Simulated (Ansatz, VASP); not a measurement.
## Two plane-wave programs on LiOs

The input INCAR:

```
SYSTEM = LiOs
ALGO = Normal
EDIFF = 1E-6
EDIFFG = -0.04
ENCUT = 600
GGA = PE
IBRION = 2
ISIF = 3
ISMEAR = 0
LASPH = .True.
LCHARG = .False.
LREAL = .False.
LWAVE = .False.
NELM = 80
NSW = 90
PREC = Accurate
SIGMA = 0.1
```

KPOINTS

```
k-points
0
Gamma
  4 6 2
  0 0 0
```

File POSCAR:

```
LiOs
1.0
    4.4352875100      0.0000000000      0.0000000000
    0.0000000000      3.1362218800      0.0000000000
    0.0000000000      0.0000000000      8.8705750200
Li Os
2 2
Direct
    0.7500000000      0.0000000000      0.3750000000
    0.2500000000      0.0000000000      0.6250000000
    0.7500000000      0.0000000000      0.8750000000
    0.2500000000      0.0000000000      0.1250000000
```

Input for Ansatz:

```yaml
crystal:
  lattice:
    - [4.43528751, 0.0, 0.0]
    - [0.0, 3.13622188, 0.0]
    - [0.0, 0.0, 8.87057502]
  atoms:
    - { symbol: Li, position: [0.75, 0.0, 0.375] }
    - { symbol: Li, position: [0.25, 0.0, 0.625] }
    - { symbol: Os, position: [0.75, 0.0, 0.875] }
    - { symbol: Os, position: [0.25, 0.0, 0.125] }
basis:
  ecutwfc: 420
kpoints:
  mp_grid: { grid: [4, 6, 2] }
hamiltonian:
  xc: pbe
scf:
  occupations: { method: gaussian, width: 0.1 }
  lower_state_search: "off"
output:
  forces: true
  stress: true
  eigenvalues: true
relax:
  adjacent_minimum: "off"
  f_tol: 0.04
  max_steps: 70
  cell: { stress_tol: 0.4 }
```

Alike in both runs: task relaxation of cell and atoms; functional PBE; k mesh 4 × 6 × 2; occupations gaussian, width 0.1 eV; no spin polarisation.

|  | VASP | Ansatz |
| --- | --- | --- |
| version | VASP 6.6.1 | Ansatz 0.2.0 |
| potentials or method | VASP PAW PBE potentials, release 64 (Li_sv, Os), cutoff 600 eV | scalar-relativistic, plane waves, PAW |
| valence electrons in the cell | 22 | 38 |

|  | VASP | Ansatz | Ansatz less VASP |
| --- | --- | --- | --- |
| gap on the k mesh at the Fermi level, each at its own relaxed structure (eV) | none | none | - |
| relaxed volume (Å³/atom) | 15.05 | 15.07 | +0.020 |
| relaxed length of the cell vector where the two differ most in proportion (Å) | 5.329 | 5.336 | +0.0072 |

A gap of «none» marks a metal or a gap that the smearing closes. VASP's potentials hold 22 valence electrons a cell and Ansatz's 38, so a difference there can come from the potentials and not from the codes.

Spin-orbit coupling is off throughout. Noted on VASP's run: the cutoff is under 1.25 times that of the potentials, so the pressure is a little rough; the volume moved by over 15 % at a fixed basis, so the end points are rough.
